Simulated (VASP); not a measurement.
Wanted: the native input for a VASP 6.6.1 run.

```
Task                   : single point
Functional             : PBEsol
Potentials or basis    : VASP PAW PBE potentials, release 64 (Bi_d, Pt)
Cutoff                 : 500 eV
k mesh                 : 6 × 6 × 6
Occupations            : fermi-dirac, width 0.05 eV
Spin                   : no spin polarisation
Dipole correction      : no
Further INCAR settings : ALGO = Normal; EDIFF = 1e-06; NBANDS = 30
```

The structure of BiPt3 lies in POSCAR:

```
BiPt3
1.0
    4.1864950000      0.0000000000      0.0000000000
    0.0000000000      4.1864950000      0.0000000000
    0.0000000000      0.0000000000      4.1864950000
Bi Pt
1 3
Direct
    0.0000000000      0.0000000000      0.0000000000
    0.0000000000      0.5000000000      0.5000000000
    0.5000000000      0.0000000000      0.5000000000
    0.5000000000      0.5000000000      0.0000000000
```

The input as run:

INCAR

```
  PREC = Accurate
  ENCUT = 500
  EDIFF = 1E-6
  ISMEAR = -1
  SIGMA = 0.05
  LREAL = F
  LASPH = T
  NELM = 120
  ALGO = Normal
  ISIF = 2
  LWAVE = F
  LCHARG = T
  GGA = PS
  LELF = T
  LVHAR = T
  NBANDS = 30
  GGA_COMPAT = F
```

KPOINTS

```
Automatic mesh
0
Gamma
  6 6 6
```

Potentials or basis: VASP PAW PBE potentials, release 64 (Bi_d, Pt).

The run is started by

```console
$ cat potpaw_PBE.64/Bi_d/POTCAR potpaw_PBE.64/Pt/POTCAR > POTCAR
$ mpirun -np 1 vasp_std > vasp.out
```

Results of the run:

```yaml
Pressure: -8.7 GPa
Band_gap_on_the_k_mesh: zero (an odd number of electrons rules out a gap without spin polarisation)
```

Caveat: the cell stands under tension; the PAW data sets were made with another functional, which shifts forces and pressure a little; spin-orbit coupling is left out, which moves the levels of the heavy elements.

Run time: 31 s on 1 thread of Intel(R) Xeon(R) Platinum 8259CL CPU @ 2.50GHz (Skylake/Cascade Lake), with other jobs on the host, peak memory 0.19 GiB.
